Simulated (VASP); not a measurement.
K: single point with r2SCAN

The system is K.

```
CELL_PARAMETERS angstrom
-2.66995 2.66995 2.66995
2.66995 -2.66995 2.66995
2.66995 2.66995 -2.66995
ATOMIC_POSITIONS crystal
K 0.00000 0.00000 0.00000
```

```yaml
Program: VASP 6.6.1
Task: single point
Functional: r2SCAN
Potentials_or_basis: VASP PAW PBE potentials, release 64 (K_sv)
Cutoff: 520 eV
k_mesh: 12 × 12 × 12
Occupations: fermi-dirac, width 0.1 eV
Spin: no spin polarisation
```

```
Pressure               : 0.0 GPa
Band gap on the k mesh : zero (an odd number of electrons rules out a gap without spin polarisation)
```

Levels at points of the mesh, in eV from the Fermi level:
| k point | band 1 | band 2 | band 3 | band 4 | band 5 | band 6 | band 7 | band 8 |
| --- | --- | --- | --- | --- | --- | --- | --- | --- |
| (0.00, 0.00, 0.00) | -33.67 | -16.35 | -16.35 | -16.35 | -2.25 | 4.72 | 4.72 | 4.72 |
| (0.50, 0.00, 0.00) | -33.67 | -16.41 | -16.37 | -16.35 | 0.58 | 0.63 | 3.48 | 5.37 |
| (0.50, 0.50, 0.50) | -33.67 | -16.39 | -16.39 | -16.39 | 1.80 | 1.80 | 3.68 | 3.68 |

It took 100 s on 1 thread of Intel(R) Xeon(R) Platinum 8559C (Emerald Rapids) (shared host), peak memory 0.23 GiB.

Caveat: the PAW data sets were made with another functional, which shifts forces and pressure a little.
